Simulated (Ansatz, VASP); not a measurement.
# One calculation of Sb2Te4O, two programs

```xyz
7
Lattice="4.5606 -2.0303 -0.3805 4.5606 2.0303 -0.3805 -5.2967 0.0000 14.6047" Properties=species:S:1:pos:R:3 pbc="T T T"
Sb    7.7658    0.0000    0.6820
Sb   -3.9413    0.0000   13.1617
Te    4.3036    0.0000    2.7268
Te   -0.4791    0.0000   11.1170
Te    3.1962    0.0000    7.3750
Te    0.6283    0.0000    6.4687
O     0.0000    0.0000    0.0000
```

Alike in both runs: functional PBE; k mesh 8 × 8 × 4; occupations gaussian, width 0.1 eV; no spin polarisation.

Ansatz relaxed the structure, and its values are those at the end. VASP's run is a single point on that final structure, the one shown.

```csv
,VASP,Ansatz
version,VASP 6.6.1,Ansatz 0.2.0
potentials or method,"VASP PAW PBE potentials, release 64 (Sb, Te, O), cutoff 520 eV","scalar-relativistic, plane waves, PAW"
valence electrons in the cell,40,100
```

```csv
,VASP,Ansatz,Ansatz less VASP
gap on the k mesh at the Fermi level (eV),none,none,-
pressure (GPa),0.0,0.0,-0.04
rms of the force components (eV/Å),0.022,0.000,-0.0217
```

A gap of «none» marks a metal or a gap that the smearing closes. VASP's potentials hold 40 valence electrons a cell and Ansatz's 100, so a difference there can come from the potentials and not from the codes.

Spin-orbit coupling is off throughout.
